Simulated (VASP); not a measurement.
Crystal: Si.

```
CELL_PARAMETERS angstrom
2.44400 0.00000 0.00000
-1.22200 2.11657 0.00000
0.00000 0.00000 4.15200
ATOMIC_POSITIONS crystal
Si 0.33333 0.66667 0.25000
Si 0.66667 0.33333 0.75000
```

- Program: VASP 6.6.1
- Task: relaxation of cell and atoms
- Functional: PBE
- Potentials or basis: VASP PAW PBE potentials, release 64 (Si)
- Cutoff: 600 eV
- k mesh: 14 × 14 × 7
- Occupations: fermi-dirac, width 0.15 eV
- Spin: no spin polarisation

At the start: pressure 49.3 GPa; volume 10.74 Å³/atom.

Question: Where does the relaxation end?

Answer: Over 9 steps the energy falls by 424.9 meV/atom and the volume is 14.40 Å³/atom (+34.1 %); space group P6_3/mmc (No. 194, to 0.05 Å).

The path:
```csv
step,energy change (eV),largest force (eV/Å),pressure (GPa),volume (Å³)
1,0.0000,0.0000,49.31,21.48
2,-0.6878,0.0000,-9.30,33.48
3,-0.8426,0.0000,0.57,28.57
4,-0.8430,0.0000,-0.13,28.80
5,-0.8449,0.0000,-0.10,28.80
6,-0.8494,0.0000,0.12,28.80
7,-0.8387,0.0000,0.97,28.75
8,-0.8497,0.0000,0.20,28.79
9,-0.8498,0.0000,0.23,28.79
```

Final structure:
```
CELL_PARAMETERS angstrom
2.65601 0.00000 0.00000
-1.32801 2.30017 0.00000
0.00000 0.00000 4.71302
ATOMIC_POSITIONS crystal
Si 0.33333 0.66667 0.25000
Si 0.66667 0.33333 0.75000
```

Caveat: the volume moved by over 15 % at a fixed basis, so the end points are rough; the volume moved by +34 % from the deposited cell, more than functionals usually miss.
